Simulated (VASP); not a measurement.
# NaCl (I4/mmm) in VASP: notebook, part 2 of 2

VASP 6.6.1. Earlier steps stand in the parts before.

## (6) Single point, LDA (film at in-plane strain +0.02)

INCAR

```
SYSTEM = NaCl
PREC = Accurate
ENCUT = 520
EDIFF = 1E-6
ISMEAR = 0
SIGMA = 0.01
LREAL = .FALSE.
LASPH = .TRUE.
NELM = 80
ALGO = Normal
ISIF = 2
LWAVE = .FALSE.
LCHARG = .FALSE.
GGA = CA
NBANDS = 14
```

KPOINTS

```
regular mesh
0
G
  8 8 8
  0 0 0
```

POSCAR

```
NaCl
1.0
    2.7868381000      2.7868381000      0.0000000000
   -2.7868381000      2.7868381000      0.0000000000
    0.0000000000      2.7868381000      2.7121480576
Na Cl
1 1
Direct
    0.0000000000      0.0000000000      0.0000000000
    0.5000000000      0.5000000000      0.0000000000
```

Potentials or basis: VASP PAW LDA potentials, release 64 (Na_pv, Cl).

The run is started by

```sh
$ cat potpaw_LDA.64/Na_pv/POTCAR potpaw_LDA.64/Cl/POTCAR > POTCAR
$ mpirun -np 1 vasp_std > vasp.out
```

OUTCAR:

```text
SYSTEM = NaCl
   PREC = Accurate
   ENCUT = 520
   EDIFF = 1E-6
   ISMEAR = 0
   LREAL = .FALSE.
   LASPH = .TRUE.
   NELM = 80
   ISIF = 2
   GGA = CA

 ion  position               nearest neighbor table
   1  0.000  0.000  0.000-   2 2.71   2 2.71
   2  0.500  0.500  0.000-   1 2.71   1 2.71

  LATTYP: Found a body centered tetragonal cell.
 ALAT       =     3.9411842372
 C/A-ratio  =     1.3763112275

  Lattice vectors:

 A1 = (   2.7868381000,   0.0000000000,  -2.7121480576)
 A2 = (  -2.7868381000,   0.0000000000,  -2.7121480576)
 A3 = (   0.0000000000,   2.7868381000,   2.7121480576)

Analysis of symmetry for initial positions (statically):
=====================================================================
 Subroutine PRICEL returns:
 Original cell was already a primitive cell.

 Routine SETGRP: Setting up the symmetry group for a
 body centered tetragonal supercell.

 Subroutine GETGRP returns: Found 16 space group operations
 (whereof 16 operations were pure point group operations)
 out of a pool of 16 trial point group operations.

The static configuration has the point symmetry D_4h.

Analysis of symmetry for dynamics (positions and initial velocities):
=====================================================================
 Subroutine PRICEL returns:
 Original cell was already a primitive cell.

 Routine SETGRP: Setting up the symmetry group for a
 body centered tetragonal supercell.

 Subroutine GETGRP returns: Found 16 space group operations
 (whereof 16 operations were pure point group operations)
 out of a pool of 16 trial point group operations.

The dynamic configuration has the point symmetry D_4h.

 Subroutine INISYM returns: Found 16 space group operations
 (whereof 16 operations are pure point group operations),
 and found     1 'primitive' translations

----------------------------------------------------------------------------------------

                                     Primitive cell

  volume of cell :      42.1276

[... 113 lines left out ...]
   GGA     = CA    functional components
   LHFCALC =     F    Hartree Fock is set to
   AEXX    =    0.0000 exact exchange contribution
   IVDW    =     0    specifies the selected vdW correction
   LEPSILON=     F    determine dielectric tensor
   LRPA    =     F    only Hartree local field effects (RPA)
 non-spin polarized calculation
 Gauss-broadening in eV      SIGMA  =   0.01
  energy-cutoff  :      520.00
  volume of cell :       42.13
 maximum number of plane-waves:      1158
 NGX is ok and might be reduce to    30
   NGX = 15   NGY = 15   NGZ = 15

 number of electron      14.0000001 magnetization

 Free energy of the ion-electron system (eV)
  ---------------------------------------------------
  ext. energy  EPLUGINS =         0.00000000
  ---------------------------------------------------
  free energy    TOTEN  =        -7.38217957 eV

  energy without entropy =       -7.38217957  energy(sigma->0) =       -7.38217957

 E-fermi :  -0.4523     XC(G=0):  -8.9937

 val. band max:       -0.5612573324   @ k =   0.0000   0.0000   0.0000
 cond. band min:       4.3755179364   @ k =   0.0000   0.0000   0.0000
 fundamental gap:      4.9367752688
 Fermi energy:        -0.4523369677

 k-point     1 :       0.0000    0.0000    0.0000
  band No.  band energies     occupation
      1     -21.2411      2.00000
      2     -21.2411      2.00000
      3     -21.2407      2.00000
      4     -13.3065      2.00000
      5      -0.5839      2.00000
      6      -0.5613      2.00000
      7      -0.5613      2.00000
      8       4.3755      0.00000
      9      10.2689      0.00000
     10      10.2689      0.00000
     11      10.4830      0.00000
     12      12.4717      0.00000
     13      12.8248      0.00000
     14      14.1292      0.00000
[... 377 lines left out ...]
      1     -21.2658      2.00000
      2     -21.2467      2.00000
      3     -21.2431      2.00000
      4     -13.0190      2.00000
      5      -2.0705      2.00000
      6      -1.0345      2.00000
      7      -0.7752      2.00000
      8       6.5534      0.00000
      9       9.1041      0.00000
     10      10.2041      0.00000
     11      10.7535      0.00000
     12      12.0898      0.00000
     13      14.1068      0.00000
     14      16.0754      0.00000

 [... further k-points ...]
[... 5 lines left out ...]
  --------------------------------------------------------------------------------------
  -------------------------------------------------------------------------------------
  Total       -0.3517565     -0.3517565      0.0110685      0.0000000      0.0000000      0.0000000
  in kB      -13.3778344    -13.3778344      0.4209501      0.0000000      0.0000000      0.0000000
  external PRESSURE =      -8.7782396 kB  Pullay stress =       0.0000000 kB

 VOLUME and BASIS-vectors are now :
 -----------------------------------------------------------------------------
  energy-cutoff  :      520.00
  volume of cell :       42.13
      direct lattice vectors                 reciprocal lattice vectors
     2.786838100  2.786838100  0.000000000     0.179414800  0.179414800 -0.184355717
    -2.786838100  2.786838100  0.000000000    -0.179414800  0.179414800 -0.184355717
     0.000000000  2.786838100  2.712148058     0.000000000  0.000000000  0.368711434

 POSITION                                       TOTAL-FORCE (eV/Angst)
 -----------------------------------------------------------------------------------
      0.00000      0.00000      0.00000         0.000000      0.000000      0.000000
      0.00000      2.78684      0.00000        -0.000000     -0.000000      0.000000
 -----------------------------------------------------------------------------------
    total drift:                               -0.000000      0.000000      0.000000

  FREE ENERGIE OF THE ION-ELECTRON SYSTEM (eV)
  ---------------------------------------------------
  free  energy   TOTEN  =        -7.3821795682 eV

  energy  without entropy=       -7.3821795682  energy(sigma->0) =       -7.38217957
```

OSZICAR:

```text
N       E                     dE             d eps       ncg     rms          rms(c)
DAV:   1     0.981716995131E+02    0.98172E+02   -0.70059E+03  1658   0.999E+02
DAV:   2    -0.138357810251E+00   -0.98310E+02   -0.91333E+02  1766   0.270E+02
DAV:   3    -0.746193725984E+01   -0.73236E+01   -0.72821E+01  2162   0.689E+01
DAV:   4    -0.757093995951E+01   -0.10900E+00   -0.10897E+00  1922   0.906E+00
DAV:   5    -0.757308207915E+01   -0.21421E-02   -0.21420E-02  2170   0.130E+00    0.207E+00
DAV:   6    -0.740358555341E+01    0.16950E+00   -0.25603E-01  2092   0.331E+00    0.151E+00
DAV:   7    -0.738396281180E+01    0.19623E-01   -0.52297E-02  2344   0.141E+00    0.983E-01
DAV:   8    -0.738231884708E+01    0.16440E-02   -0.48994E-03  2024   0.655E-01    0.308E-01
DAV:   9    -0.738218912082E+01    0.12973E-03   -0.20424E-04  2084   0.109E-01    0.151E-01
DAV:  10    -0.738218021195E+01    0.89089E-05   -0.10427E-04  2138   0.876E-02    0.672E-03
DAV:  11    -0.738217956822E+01    0.64373E-06   -0.39850E-06  2024   0.229E-02
   1 F= -.73821796E+01 E0= -.73821796E+01  d E =-.660713E-56
```

stdout:

```text
POSCAR found type information on POSCAR NaCl
 POSCAR found :  2 types and       2 ions
 scaLAPACK will be used
 LDA part: xc-table for (Slater(with rela. corr.)+CA(PZ))
 , standard interpolation
 POSCAR, INCAR and KPOINTS ok, starting setup
 FFT: planning ... GRIDC
 FFT: planning ... GRID_SOFT
 FFT: planning ... GRID
 WAVECAR not read
 entering main loop
```

It took 51 s on 1 thread of Intel Xeon 8259CL, shared host; peak memory 0.16 GiB.

Results:

| Item | Value |
| --- | --- |
| Free energy | -7.3822 eV |
| Pressure | -0.9 GPa |
| Band gap on the k mesh | 4.94 eV |

Caveat: the cell differs from its parent crystal (film at in-plane strain +0.02).

## (7) Overview

| cell | gap on the mesh (eV) | pressure (GPa) |
| --- | --- | --- |
| a = 3.903, b = 3.903, c = 3.876 Å, angles 59.8, 59.8, 90.0°, 2 atoms | 5.01 | -0.5 |
| a = 3.903, b = 3.903, c = 3.872 Å, angles 59.7, 59.7, 90.0°, 2 atoms | 5.02 | -0.4 |
| a = 3.941, b = 3.941, c = 3.880 Å, angles 59.5, 59.5, 90.0°, 2 atoms | 4.95 | -0.7 |
| a = 3.941, b = 3.941, c = 3.889 Å, angles 59.6, 59.6, 90.0°, 2 atoms | 4.94 | -0.9 |

Alike in all rows: task single point; level LDA; potentials or basis VASP PAW LDA potentials, release 64 (Na_pv, Cl); no spin polarisation; k mesh 8 × 8 × 8; cutoff (eV) 520; smearing gaussian 0.01 eV.

Total energies depend on the potentials used, so only differences within one code and one set of settings carry meaning.
